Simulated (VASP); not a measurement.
A run of VASP 6.6.1:

The input INCAR:

```
PREC = Accurate ; ENCUT = 600
EDIFF = 1E-6 ; ISMEAR = 0
SIGMA = 0.01 ; LREAL = F
LASPH = T ; NELM = 120
ALGO = Normal ; ISIF = 2
LWAVE = F ; LCHARG = F
GGA = PS ; NBANDS = 11
GGA_COMPAT = F
```

File KPOINTS:

```
Automatic mesh
0
Gamma
  6 6 6
```

POSCAR

```
MgS
1.0
    0.0000000000      2.8539585520      2.7840131090
    2.8539585520      0.0000000000      2.7840131090
    2.8539585520      2.8539585520      0.0000000000
Mg S
1 1
Direct
    0.0000000000      0.0000000000      0.0000000000
    0.2500000000      0.2500000000      0.2500000000
```

Potentials or basis: VASP PAW PBE potentials, release 64 (Mg, S).

Command:

```console
$ cat potpaw_PBE.64/Mg/POTCAR potpaw_PBE.64/S/POTCAR > POTCAR
$ mpirun -np 1 vasp_std > vasp.out
```

Hardware: 1 thread of Intel(R) Xeon(R) Platinum 8259CL CPU @ 2.50GHz (Skylake/Cascade Lake), on a shared host.

Question: Estimate the wall time of this run.

Answer: Run time: 11 s on 1 thread of Intel(R) Xeon(R) Platinum 8259CL CPU @ 2.50GHz (Skylake/Cascade Lake) (shared host), peak memory 0.18 GiB. Counts: scf iterations 12, k points 30.
